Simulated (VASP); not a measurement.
Input of a VASP 6.6.1 run:

Contents of INCAR:

```
  PREC = Accurate
  ENCUT = 520
  EDIFF = 1E-7
  ISMEAR = -1
  SIGMA = 0.1
  LREAL = False
  LASPH = True
  NELM = 60
  ALGO = Normal
  ISIF = 2
  LWAVE = False
  LCHARG = True
  GGA = PE
  LELF = True
  LVHAR = True
  NBANDS = 15
```

Contents of KPOINTS:

```
regular mesh
0
Gamma
  18 18 18
```

Contents of POSCAR:

```
TaN
1.0
    0.0000000000      1.8845018303      1.8845018303
    1.8845018303      0.0000000000      1.8845018303
    1.8845018303      1.8845018303      0.0000000000
Ta N
1 1
Direct
    0.0000000000      0.0000000000      0.0000000000
    0.5000000000      0.5000000000      0.5000000000
```

Potentials or basis: VASP PAW PBE potentials, release 64 (Ta_pv, N).

The run is started by

```bash
$ cat potpaw_PBE.64/Ta_pv/POTCAR potpaw_PBE.64/N/POTCAR > POTCAR
$ mpirun -np 1 vasp_std > vasp.out
```

Task: What does it give for the band gap on the k mesh?

Result: Zero (band 8 reaches 19.27 eV, above the bottom of band 9 at 11.67 eV).

Task: Predict the pressure.

Result: 450.8 GPa.

Caveat: spin-orbit coupling is left out, which moves the levels of the heavy elements.
